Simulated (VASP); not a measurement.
Write the native input for VASP 6.6.1 that does the following.

```yaml
Task: relaxation of cell and atoms
Functional: PBE
Potentials_or_basis: VASP PAW PBE potentials, release 64 (Ta_pv, Si)
Cutoff: 500 eV
k_mesh: 6 × 6 × 6
Occupations: gaussian, width 0.1 eV
Spin: no spin polarisation
Dipole_correction: no
Further_INCAR_settings: ALGO = Normal; EDIFF = 1e-07; IBRION = 2; EDIFFG = -0.04; NSW = 90; ISIF = 3
```

The structure of TaSi2 lies in POSCAR:

```
TaSi2
1.0
    0.0000000000      3.1347527500      3.1347527500
    3.1347527500      0.0000000000      3.1347527500
    3.1347527500      3.1347527500      0.0000000000
Ta Si
1 2
Direct
    0.0000000000      0.0000000000      0.0000000000
    0.2500000000      0.2500000000      0.2500000000
    0.7500000000      0.7500000000      0.7500000000
```

One way to write it, as run:

INCAR

```
SYSTEM = TaSi2
PREC     = Accurate       ! precision mode
ENCUT    = 500            ! plane-wave cutoff, eV
EDIFF    = 1E-7           ! SCF threshold, eV
ISMEAR   = 0              ! smearing method
SIGMA    = 0.1            ! smearing width, eV
LREAL    = .False.        ! projectors in reciprocal space
LASPH    = .True.         ! aspherical terms in the spheres
NELM     = 120            ! most SCF steps
ALGO     = Normal         ! electronic algorithm
ISIF     = 3              ! what is computed and relaxed
LWAVE    = .False.        ! write WAVECAR
LCHARG   = .False.        ! write CHGCAR
GGA      = PE             ! functional
IBRION   = 2              ! ionic algorithm
NSW      = 90             ! ionic steps
EDIFFG   = -0.04          ! ionic threshold
GGA_COMPAT= .False.      
NELMIN   = 4
```

KPOINTS

```
Automatic mesh
0
Gamma
  6 6 6
  0 0 0
```

Potentials or basis: VASP PAW PBE potentials, release 64 (Ta_pv, Si).

Launch:

```console
$ cat potpaw_PBE.64/Ta_pv/POTCAR potpaw_PBE.64/Si/POTCAR > POTCAR
$ mpirun -np 1 vasp_std > vasp.out
```

It gave:

| Item | Value |
| --- | --- |
| Relaxed volume | 18.58 Å³/atom |
| Relaxed cell | a = 4.288 Å, b = 4.288 Å, c = 4.288 Å, α = 60.00°, β = 60.00°, γ = 60.00° |
| Space group after relaxing (to 0.05 Å) | Fm-3m (No. 225) |
| Energy gained by relaxing | 63.8 meV/atom |
| Ionic steps | 3 |
| Pressure after relaxing | -0.1 GPa |

Wall time 38 s on 1 thread of Intel Xeon 6975P-C, on a shared host, peak memory 0.19 GiB.
